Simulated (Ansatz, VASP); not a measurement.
# Two plane-wave programs on Pb2O

```
Pb O
1.0
     5.41266    0.00000    0.00000
     0.00000    5.41266    0.00000
     0.00000    0.00000    5.41266
Pb O
4 2
Cartesian
  1.3532 1.3532 1.3532
  4.0595 4.0595 1.3532
  1.3532 4.0595 4.0595
  4.0595 1.3532 4.0595
  0.0000 0.0000 0.0000
  2.7063 2.7063 2.7063
```

Alike in both runs: functional r2SCAN; k mesh 6 × 6 × 6; occupations fermi-dirac, width 0.1 eV; no spin polarisation.

Ansatz relaxed the structure, and its values are those at the end. VASP's run is a single point on that final structure, the one shown.

```csv
,VASP,Ansatz
version,VASP 6.6.1,Ansatz 0.2.0
potentials or method,"VASP PAW PBE potentials, release 64 (Pb_d, O), cutoff 520 eV",PAW plane waves
valence electrons in the cell,68,68
```

```tsv
	VASP	Ansatz	Ansatz less VASP
gap on the k mesh at the Fermi level (eV)	none	none	-
pressure (GPa)	0.1	0.0	-0.15
```

VASP's potentials were made for PBE, not for r2SCAN. A gap of «none» marks a metal or a gap that the smearing closes.

Neither program's run includes spin-orbit coupling.
